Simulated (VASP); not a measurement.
# MgO (nc) (Fm-3m) in VASP: further runs

MgO (nc) is run at these levels: PBE; tasks: single point, relaxation of cell and atoms.

All numbers are computed with VASP 6.6.1; they aren't measurements. Logs are shortened: lines on timing, memory, paths and dates and some standing lists are left out, and cuts for length are marked.

**What was measured.**

“Electronic structure of alkaline earth and post-transition metal oxides”, 2009, arxiv:0908.1581 quotes, for a bulk crystal of MgO: band gap 7.83 eV.

The results are compared with them further down.

## (1) The cell of the first run

Symmetry: Fm-3m, No. 225, cubic system. The conventional cell has a = 4.255 Å, b = 4.255 Å, c = 4.255 Å, α = 90.00°, β = 90.00°, γ = 90.00°. Mg (site symmetry m-3m) has 6 O at 2.13 Å within 2.8 Å. Within 2.8 Å of O (site symmetry m-3m) lie 6 Mg at 2.13 Å.

## (2) Single point, PBE

Input file INCAR:

```
SYSTEM = MgO
PREC     = Accurate       ! precision mode
ENCUT    = 520            ! plane-wave cutoff, eV
EDIFF    = 1E-7           ! SCF threshold, eV
ISMEAR   = 0              ! smearing method
SIGMA    = 0.02           ! smearing width, eV
LREAL    = .FALSE.        ! projectors in reciprocal space
LASPH    = .TRUE.         ! aspherical terms in the spheres
NELM     = 60             ! most SCF steps
ALGO     = Normal         ! electronic algorithm
ISIF     = 2              ! what is computed and relaxed
LWAVE    = .FALSE.        ! write WAVECAR
LCHARG   = .FALSE.        ! write CHGCAR
GGA      = PE             ! functional
NBANDS   = 11             ! bands
```

Input file KPOINTS:

```
Automatic mesh
0
G
  10 10 10
  0 0 0
```

Input file POSCAR:

```
MgO
1.0
    0.0000000000      2.1275047374      2.1275047374
    2.1275047374      0.0000000000      2.1275047374
    2.1275047374      2.1275047374      0.0000000000
Mg O
1 1
Direct
    0.0000000000      0.0000000000      0.0000000000
    0.5000000000      0.5000000000      0.5000000000
```

Potentials or basis: VASP PAW PBE potentials, release 64 (Mg, O).

On the command line:

```bash
$ cat potpaw_PBE.64/Mg/POTCAR potpaw_PBE.64/O/POTCAR > POTCAR
$ mpirun -np 1 vasp_std > vasp.out
```

OUTCAR:

```text
SYSTEM = MgO
   PREC = Accurate
   ENCUT = 520
   EDIFF = 1E-7
   ISMEAR = 0
   LREAL = .FALSE.
   LASPH = .TRUE.
   NELM = 60
   ISIF = 2
   GGA = PE

 ion  position               nearest neighbor table
   1  0.000  0.000  0.000-   2 2.13   2 2.13   2 2.13   2 2.13   2 2.13   2 2.13
   2  0.500  0.500  0.500-   1 2.13   1 2.13   1 2.13   1 2.13   1 2.13   1 2.13

  LATTYP: Found a face centered cubic cell.
 ALAT       =     4.2550094748

  Lattice vectors:

 A1 = (   0.0000000000,   2.1275047374,   2.1275047374)
 A2 = (   2.1275047374,   0.0000000000,   2.1275047374)
 A3 = (   2.1275047374,   2.1275047374,   0.0000000000)

Analysis of symmetry for initial positions (statically):
=====================================================================
 Subroutine PRICEL returns:
 Original cell was already a primitive cell.

 Routine SETGRP: Setting up the symmetry group for a
 face centered cubic supercell.

 Subroutine GETGRP returns: Found 48 space group operations
 (whereof 48 operations were pure point group operations)
 out of a pool of 48 trial point group operations.

The static configuration has the point symmetry O_h .

Analysis of symmetry for dynamics (positions and initial velocities):
=====================================================================
 Subroutine PRICEL returns:
 Original cell was already a primitive cell.

 Routine SETGRP: Setting up the symmetry group for a
 face centered cubic supercell.

 Subroutine GETGRP returns: Found 48 space group operations
 (whereof 48 operations were pure point group operations)
 out of a pool of 48 trial point group operations.

The dynamic configuration has the point symmetry O_h .

 Subroutine INISYM returns: Found 48 space group operations
 (whereof 48 operations are pure point group operations),
 and found     1 'primitive' translations

----------------------------------------------------------------------------------------

                                     Primitive cell

  volume of cell :      19.2593

  direct lattice vectors                    reciprocal lattice vectors
     0.000000000  2.127504737  2.127504737    -0.235017103  0.235017103  0.235017103
     2.127504737  0.000000000  2.127504737     0.235017103 -0.235017103  0.235017103
     2.127504737  2.127504737  0.000000000     0.235017103  0.235017103 -0.235017103

  length of vectors
     3.008746054  3.008746054  3.008746054     0.407061563  0.407061563  0.407061563

  position of ions in fractional coordinates (direct lattice)
     0.000000000  0.000000000  0.000000000
     0.500000000  0.500000000  0.500000000

[... 81 lines left out ...]
   NFREE  =      0    steps in history (QN), initial steepest desc. (CG)
   ISIF   =      2    stress and relaxation
   ISYM   =      2    0-nonsym 1-usesym 2-fastsym
   POTIM  = 0.5000    time-step for ionic-motion
   TEBEG  =    0.0;   TEEND  =   0.0 temperature during run
   PSTRESS=    0.0 pullay stress
   NELECT =       8.0000    total number of electrons
   NUPDOWN=      -1.0000    fix difference up-down
   EMIN   =  10.00;   EMAX   =-10.00  energy-range for DOS
   EFERMI =   0.00;   METHOD = LEGACY
   ISMEAR =     0;   SIGMA  =   0.02  broadening in eV -4-tet -1-fermi 0-gaus
   EFERMI_NEDOS =   21; number of points for ismear=-14 and -15
   IALGO  =     38    algorithm
   IMIX   =      4    mixing-type and parameters
     AMIX     =   0.40;   BMIX     =  1.00
     AMIX_MAG =   1.60;   BMIX_MAG =  1.00
  volume/ion in A,a.u.               =       9.63        64.98
  Fermi-wavevector in a.u.,A,eV,Ry     =   1.221493  2.308287 20.300504  1.492045
  Thomas-Fermi vector in A             =   2.356673
   LORBIT       =      0    0 simple, 1 ext, 2 COOP (PROOUT), +10 PAW based schemes
   GGA     = PE    functional components
   LHFCALC =     F    Hartree Fock is set to
   AEXX    =    0.0000 exact exchange contribution
   IVDW    =     0    specifies the selected vdW correction
   LEPSILON=     F    determine dielectric tensor
   LRPA    =     F    only Hartree local field effects (RPA)
 non-spin polarized calculation
 Gauss-broadening in eV      SIGMA  =   0.02
  energy-cutoff  :      520.00
  volume of cell :       19.26
 maximum number of plane-waves:       534
 NGX is ok and might be reduce to    24
   NGX = 11   NGY = 11   NGZ = 11

 number of electron       8.0000004 magnetization

 Free energy of the ion-electron system (eV)
  ---------------------------------------------------
  ext. energy  EPLUGINS =         0.00000000
  ---------------------------------------------------
  free energy    TOTEN  =       -11.91160876 eV

  energy without entropy =      -11.91160876  energy(sigma->0) =      -11.91160876

 E-fermi :   3.1415     XC(G=0): -10.9354

 val. band max:        2.9621535469   @ k =   0.0000   0.0000   0.0000
 cond. band min:       7.3981555973   @ k =   0.0000   0.0000   0.0000
 fundamental gap:      4.4360020505
 Fermi energy:         3.1414592234

 k-point     1 :       0.0000    0.0000    0.0000
  band No.  band energies     occupation
      1     -14.1481      2.00000
      2       2.9622      2.00000
      3       2.9622      2.00000
      4       2.9622      2.00000
      5       7.3982      0.00000
      6      18.5892      0.00000
      7      18.5892      0.00000
      8      18.5892      0.00000
      9      22.4266      0.00000
     10      24.1658      0.00000
     11      24.1658      0.00000
[... 309 lines left out ...]
 k-point    24 :       0.4000    0.3000    0.0000
  band No.  band energies     occupation
      1     -12.9784      2.00000
      2      -0.5147      2.00000
      3       1.7028      2.00000
      4       1.9139      2.00000
      5      12.2370      0.00000
      6      13.0434      0.00000
      7      16.2424      0.00000
      8      20.7428      0.00000
      9      20.9442      0.00000
     10      27.4760      0.00000
     11      29.3342      0.00000

 [... further k-points ...]
[... 5 lines left out ...]
  --------------------------------------------------------------------------------------
  -------------------------------------------------------------------------------------
  Total       -0.1032968     -0.1032968     -0.1032968      0.0000000     -0.0000000      0.0000000
  in kB       -8.5932199     -8.5932199     -8.5932199      0.0000000     -0.0000000      0.0000000
  external PRESSURE =      -8.5932199 kB  Pullay stress =       0.0000000 kB

 VOLUME and BASIS-vectors are now :
 -----------------------------------------------------------------------------
  energy-cutoff  :      520.00
  volume of cell :       19.26
      direct lattice vectors                 reciprocal lattice vectors
     0.000000000  2.127504737  2.127504737    -0.235017103  0.235017103  0.235017103
     2.127504737  0.000000000  2.127504737     0.235017103 -0.235017103  0.235017103
     2.127504737  2.127504737  0.000000000     0.235017103  0.235017103 -0.235017103

 POSITION                                       TOTAL-FORCE (eV/Angst)
 -----------------------------------------------------------------------------------
      0.00000      0.00000      0.00000         0.000000      0.000000     -0.000000
      2.12750      2.12750      2.12750        -0.000000     -0.000000      0.000000
 -----------------------------------------------------------------------------------
    total drift:                               -0.000000     -0.000000      0.000000

  FREE ENERGIE OF THE ION-ELECTRON SYSTEM (eV)
  ---------------------------------------------------
  free  energy   TOTEN  =       -11.9116087648 eV

  energy  without entropy=      -11.9116087648  energy(sigma->0) =      -11.91160876
```

Wall time 13 s (1 thread of Intel Xeon 8259CL, shared host); peak memory 0.14 GiB.

What came out:

* Free energy: -11.9116 eV
* Pressure: -0.9 GPa
* Band gap on the k mesh: 4.44 eV, direct

Levels at points of the mesh, in eV from the valence-band top:
| k point | band 1 | band 2 | band 3 | band 4 | band 5 | band 6 | band 7 | band 8 | band 9 |
| --- | --- | --- | --- | --- | --- | --- | --- | --- | --- |
| (0.00, 0.00, 0.00) | -17.11 | 0.00 | 0.00 | 0.00 | 4.44 | 15.63 | 15.63 | 15.63 | 19.46 |
| (0.50, 0.00, 0.00) | -15.90 | -4.48 | -0.62 | -0.62 | 7.71 | 12.26 | 16.00 | 16.00 | 20.44 |
| (0.50, 0.50, 0.00) | -15.65 | -3.96 | -1.31 | -1.31 | 9.08 | 9.64 | 12.78 | 18.51 | 18.51 |

(Part 1 of 2 ends here.)
